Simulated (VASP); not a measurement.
CdSe: single point with PBE

CdSe:

```
Cd Se
1.0
     4.19104    0.00000    0.00000
    -2.09552    3.62954    0.00000
     0.00000    0.00000    6.66444
Cd Se
2 2
Direct
  0.66667 0.33333 0.00000
  0.33333 0.66667 0.50000
  0.66667 0.33333 0.37500
  0.33333 0.66667 0.87500
```

This cell differs from its parent crystal: strain -0.025 along x and y, -0.050 along z.

| Item | Value |
| --- | --- |
| Program | VASP 6.6.1 |
| Task | single point |
| Functional | PBE |
| Potentials or basis | VASP PAW PBE potentials, release 64 (Cd, Se) |
| Cutoff | 520 eV |
| k mesh | 6 × 6 × 4 |
| Occupations | gaussian, width 0.05 eV |
| Spin | no spin polarisation |
| Dipole correction | no |
| Further INCAR settings | ALGO = Normal; EDIFF = 1e-07; NBANDS = 26 |

- Pressure: 11.0 GPa
- Largest force: 0.393 eV/Å
- Band gap on the k mesh: 0.92 eV

Forces in eV/Å, atoms in the order of the input:
```
Cd   0.000  0.000 -0.393
Cd   0.000  0.000 -0.393
Se   0.000  0.000  0.393
Se   0.000  0.000  0.393
```

Stress tensor (GPa, compression positive):
```
 9.61  0.00  0.00
 0.00  9.61  0.00
 0.00  0.00 13.89
```

Levels at points of the mesh, in eV from the valence-band top:
| k point | band 15 | band 16 | band 17 | band 18 | band 19 | band 20 | band 21 | band 22 |
| --- | --- | --- | --- | --- | --- | --- | --- | --- |
| (0.00, 0.00, 0.00) | -1.02 | -0.01 | -0.01 | 0.00 | 0.92 | 2.18 | 5.74 | 5.74 |
| (0.50, 0.00, 0.00) | -3.17 | -2.31 | -1.62 | -0.87 | 3.20 | 3.46 | 4.83 | 6.40 |
| (0.00, 0.00, 0.50) | -0.54 | -0.54 | -0.54 | -0.54 | 2.53 | 2.53 | 6.14 | 6.14 |
| (0.50, 0.00, 0.50) | -1.65 | -1.65 | -1.55 | -1.55 | 3.00 | 3.00 | 4.92 | 4.92 |

Run time: 110 s on 1 thread of Intel Xeon 8259CL, on a shared host, peak memory 0.23 GiB.

Caveat: the cell differs from its parent crystal (strain -0.025 along x and y, -0.050 along z); the cell stands under pressure.
